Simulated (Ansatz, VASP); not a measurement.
**BN in VASP and in Ansatz**

```
CELL_PARAMETERS angstrom
2.50094 0.00000 0.00000
-1.25047 2.16588 0.00000
0.00000 0.00000 6.87215
ATOMIC_POSITIONS crystal
B 0.33333 0.66667 0.25000
B 0.66667 0.33333 0.75000
N 0.33333 0.66667 0.75000
N 0.66667 0.33333 0.25000
```

Alike in both runs: functional r2SCAN; k mesh 14 × 14 × 6; occupations fermi-dirac, width 0.08 eV; no spin polarisation.

Ansatz relaxed the structure, and its values are those at the end. VASP's run is a single point on that final structure, the one shown.

|  | VASP | Ansatz |
| --- | --- | --- |
| version | VASP 6.6.1 | Ansatz 0.2.0 |
| potentials or method | VASP PAW PBE potentials, release 64 (B, N) | PAW with Ansatz's default frozen-core files, scalar-relativistic |
| plane-wave cutoff (eV) | 520 | 500 |
| valence electrons in the cell | 16 | 16 |

Ansatz gave:

| Item | Value |
| --- | --- |
| gap on the k mesh at the Fermi level (eV) | 4.86 |
| pressure (GPa) | 0.0 |

Task: What did VASP give for the same quantities?

Result: gap on the k mesh at the Fermi level (eV): 4.90; pressure (GPa): 0.4.

VASP's potentials were made for PBE, not for r2SCAN.
